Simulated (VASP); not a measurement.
# SrTiO3: dielectric tensor with r2SCAN

Crystal: SrTiO3.

```
Sr Ti O
1.0
     3.94592    0.00000    0.00000
     0.00000    3.94592    0.00000
     0.00000    0.00000    3.94592
Sr Ti O
1 1 3
Direct
  0.00000 0.00000 0.00000
  0.50000 0.50000 0.50000
  0.50000 0.50000 0.00000
  0.50000 0.00000 0.50000
  0.00000 0.50000 0.50000
```

This cell differs from its parent crystal: strain +1.0%.

```yaml
Program: VASP 6.6.1
Task: dielectric tensor
Functional: r2SCAN
Potentials_or_basis: VASP PAW PBE potentials, release 64 (Sr_sv, Ti_sv, O)
Cutoff: 520 eV
k_mesh: 6 × 6 × 6
Occupations: gaussian, width 0.01 eV
Spin: no spin polarisation
Dipole_correction: no
Further_INCAR_settings: ALGO = Normal; EDIFF = 1e-08
```

The band gap on the k mesh is 2.21 eV (least direct gap 2.60 eV) and the electronic dielectric tensor (diagonal) is 5.64. The born charges (mean of the diagonal) is Sr +2.49; Ti +7.11; O -3.20 e.

Levels at points of the mesh, in eV from the valence-band top:
```tsv
k point	band 18	band 19	band 20	band 21	band 22	band 23
(0.00, 0.00, 0.00)	-0.40	-0.40	-0.40	2.21	2.21	2.21
(0.50, 0.00, 0.00)	-1.91	-0.77	-0.77	2.35	4.01	4.01
(0.50, 0.50, 0.00)	-1.57	-1.57	-0.09	4.01	4.01	4.48
(0.50, 0.50, 0.50)	0.00	0.00	0.00	4.67	4.67	4.67
```

Electronic dielectric tensor:
```
5.64 0.00 0.00
0.00 5.64 0.00
0.00 0.00 5.64
```

Born effective charge tensors (e):
atom 1, Sr
```
2.49 0.00 0.00
0.00 2.49 0.00
0.00 0.00 2.49
```
atom 2, Ti
```
7.11 0.00 0.00
0.00 7.11 0.00
0.00 0.00 7.11
```
atom 3, O
```
-1.97  0.00  0.00
 0.00 -1.97  0.00
 0.00  0.00 -5.67
```
atom 4, O
```
-1.97  0.00  0.00
 0.00 -5.67  0.00
 0.00  0.00 -1.97
```
atom 5, O
```
-5.67  0.00  0.00
 0.00 -1.97  0.00
 0.00  0.00 -1.97
```

Dipole moments of the cell (e·Å, modulo the quantum): ionic -47.351, -47.351, -47.351; electronic 0.000, 0.000, 0.016

Wall time 78 min on 1 thread of Intel Xeon 8259CL, with other jobs on the host, peak memory 0.39 GiB.

Caveat: the cell differs from its parent crystal (strain +1.0%). A k mesh can miss the band edges.
